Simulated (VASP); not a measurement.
# Rb (Fm-3m) in VASP: notebook, part 2 of 2

VASP 6.6.1. Earlier steps stand in the parts before.

## 5. Relaxation of cell and atoms, LDA, target pressure 11 GPa, at which the enthalpy is minimised

INCAR reads:

```
ALGO = Normal ; EDIFF = 1E-6
EDIFFG = -0.005 ; ENCUT = 600
GGA = CA ; IBRION = 2
ISIF = 3 ; ISMEAR = -1
LASPH = True ; LCHARG = False
LREAL = False ; LWAVE = False
NELM = 100 ; NSW = 32
PREC = Accurate ; PSTRESS = 110.0
SIGMA = 0.1
```

KPOINTS reads:

```
k-points
0
Gamma
  13 13 13
```

POSCAR reads:

```
Rb
1.0
    0.0000000000      2.5593600116      2.5593600116
    2.5593600116      0.0000000000      2.5593600116
    2.5593600116      2.5593600116      0.0000000000
Rb
1
Direct
    0.0000000000      0.0000000000      0.0000000000
```

Potentials or basis: VASP PAW LDA potentials, release 64 (Rb_sv).

Run with:

```bash
> cat potpaw_LDA.64/Rb_sv/POTCAR > POTCAR
> mpirun -np 1 vasp_std > vasp.out
```

OUTCAR:

```text
EDIFF = 1E-6
   EDIFFG = -0.005
   ENCUT = 600
   GGA = CA
   IBRION = 2
   ISIF = 3
   ISMEAR = -1
   LASPH = True
   LREAL = False
   NELM = 100
   NSW = 32
   PREC = Accurate
   PSTRESS = 110.0

 ion  position               nearest neighbor table
   1  0.000  0.000  0.000-

  LATTYP: Found a face centered cubic cell.
 ALAT       =     5.1187200232

  Lattice vectors:

 A1 = (   0.0000000000,   2.5593600116,   2.5593600116)
[... 495 lines left out ...]

------------------------ aborting loop because EDIFF is reached ----------------------------------------

  FORCE on cell =-STRESS in cart. coord.  units (eV):
  Direction    XX          YY          ZZ          XY          YZ          ZX
  --------------------------------------------------------------------------------------
  -------------------------------------------------------------------------------------
  Total        2.3041497      2.3041497      2.3041497      0.0000000     -0.0000000      0.0000000
  in kB      109.9224626    109.9224626    109.9224626      0.0000000     -0.0000000      0.0000000
  external PRESSURE =      -0.0775374 kB  Pullay stress =     110.0000000 kB

 VOLUME and BASIS-vectors are now :
 -----------------------------------------------------------------------------
  energy-cutoff  :      600.00
  volume of cell :       33.58
      direct lattice vectors                 reciprocal lattice vectors
     0.000000000  2.560756469  2.560756469    -0.195254803  0.195254803  0.195254803
     2.560756469  0.000000000  2.560756469     0.195254803 -0.195254803  0.195254803
     2.560756469  2.560756469  0.000000000     0.195254803  0.195254803 -0.195254803

 POSITION                                       TOTAL-FORCE (eV/Angst)
 -----------------------------------------------------------------------------------
      2.56076      2.56076      5.12151        -0.000000      0.000000      0.000000
 -----------------------------------------------------------------------------------
    total drift:                                0.000000      0.000000      0.000000

  FREE ENERGIE OF THE ION-ELECTRON SYSTEM (eV)
  ---------------------------------------------------
  free  energy   TOTEN  =        -0.1981854464 eV

  energy  without entropy=       -0.1633299641  energy(sigma->0) =       -0.18075771

  enthalpy is  TOTEN    =         2.1075895951 eV   P V=        2.3057750416

 reached required accuracy - stopping structural energy minimisation
```

OSZICAR:

```text
N       E                     dE             d eps       ncg     rms          rms(c)
DAV:   1     0.368902732683E+02    0.36890E+02   -0.47946E+03  1344   0.108E+03
DAV:   2     0.604363797298E+00   -0.36286E+02   -0.35704E+02  1768   0.152E+02
DAV:   3    -0.198533002642E+00   -0.80290E+00   -0.79663E+00  1632   0.270E+01
DAV:   4    -0.222008553947E+00   -0.23476E-01   -0.23430E-01  2048   0.294E+00
DAV:   5    -0.222250853419E+00   -0.24230E-03   -0.24230E-03  1656   0.211E-01    0.346E+00
DAV:   6    -0.198590704776E+00    0.23660E-01   -0.39993E-02  1432   0.137E+00    0.220E+00
DAV:   7    -0.194709512953E+00    0.38812E-02   -0.45135E-02  1864   0.143E+00    0.461E-01
DAV:   8    -0.194432746971E+00    0.27677E-03   -0.36549E-03  1432   0.521E-01    0.407E-02
DAV:   9    -0.194411249463E+00    0.21498E-04   -0.16089E-04  1832   0.103E-01    0.237E-02
DAV:  10    -0.194410925169E+00    0.32429E-06   -0.64933E-06  1872   0.218E-02
   1 F= 0.21075939E+01 E0= 0.21250102E+01  d E =0.210759E+01
       N       E                     dE             d eps       ncg     rms          rms(c)
DAV:   1    -0.198342048066E+00   -0.39308E-02   -0.35458E-03  1408   0.456E-01    0.603E-02
DAV:   2    -0.198215209645E+00    0.12684E-03   -0.31590E-04  1448   0.156E-01    0.281E-02
DAV:   3    -0.198184607810E+00    0.30602E-04   -0.17503E-04  2016   0.862E-02    0.663E-03
DAV:   4    -0.198185446430E+00   -0.83862E-06   -0.21480E-06  1328   0.148E-02
   2 F= 0.21075896E+01 E0= 0.21250173E+01  d E =-.435297E-05
```

Run time: 15 s. Hardware: 1 thread of Intel Xeon 6975P-C (Granite Rapids), shared host; peak memory 0.16 GiB.

Results:

```yaml
Free_energy: -0.1982 eV
Relaxed_volume: 33.58 Å³/atom
Relaxed_cell: a = 3.621 Å, b = 3.621 Å, c = 3.621 Å, α = 60.00°, β = 60.00°, γ = 60.00°
Space_group_after_relaxing_to_0.1_Å: Fm-3m (No. 225)
Energy_change_on_relaxing_the_run_minimises_the_enthalpy: -3.8 meV/atom
Ionic_steps: 2
Pressure_after_relaxing: 11.0 GPa
Band_gap_on_the_k_mesh: zero (an odd number of electrons rules out a gap without spin polarisation)
```

The path:
| step | energy change (eV) | largest force (eV/Å) | pressure (GPa) | volume (Å³) |
| --- | --- | --- | --- | --- |
| 1 | 0.0000 | 0.0000 | 11.05 | 33.53 |
| 2 | -0.0038 | 0.0000 | 10.99 | 33.58 |

Final structure:
```xyz
1
Lattice="0.0000 2.5608 2.5608 2.5608 0.0000 2.5608 2.5608 2.5608 0.0000" Properties=species:S:1:pos:R:3 pbc="T T T"
Rb    2.5608    2.5608    5.1215
```

Levels at points of the mesh, in eV from the Fermi level:
| k point | band 3 | band 4 | band 5 | band 6 | band 7 | band 8 |
| --- | --- | --- | --- | --- | --- | --- |
| (0.00, 0.00, 0.00) | -12.46 | -12.46 | -3.04 | 4.06 | 4.06 | 4.06 |

Caveat: the cell is relaxed towards a set pressure, so the run minimises the enthalpy, not the energy.

## 6. Overview

| task | cell | cutoff (eV) | gap on the mesh (eV) | pressure (GPa) |
| --- | --- | --- | --- | --- |
| single point | a = 3.619 Å, angles 60.0°, 1 atom | 520 | none | 11.1 |
| relaxation of cell and atoms | relaxed to 11 GPa from a = 3.601 Å, angles 60.0°, 1 atom | 600 | none | 11.0 |
| relaxation of cell and atoms | relaxed to 11 GPa from a = 3.619 Å, angles 60.0°, 1 atom | 600 | none | 11.0 |

Alike in all rows: level LDA; potentials or basis VASP PAW LDA potentials, release 64 (Rb_sv); no spin polarisation; k mesh 13 × 13 × 13; smearing fermi-dirac 0.1 eV.

Caveats: the cell is relaxed towards a set pressure, so the run minimises the enthalpy, not the energy (at least some runs); the cell stands under pressure (at least some runs).

Absolute energies hang on the potentials; compare differences alone.
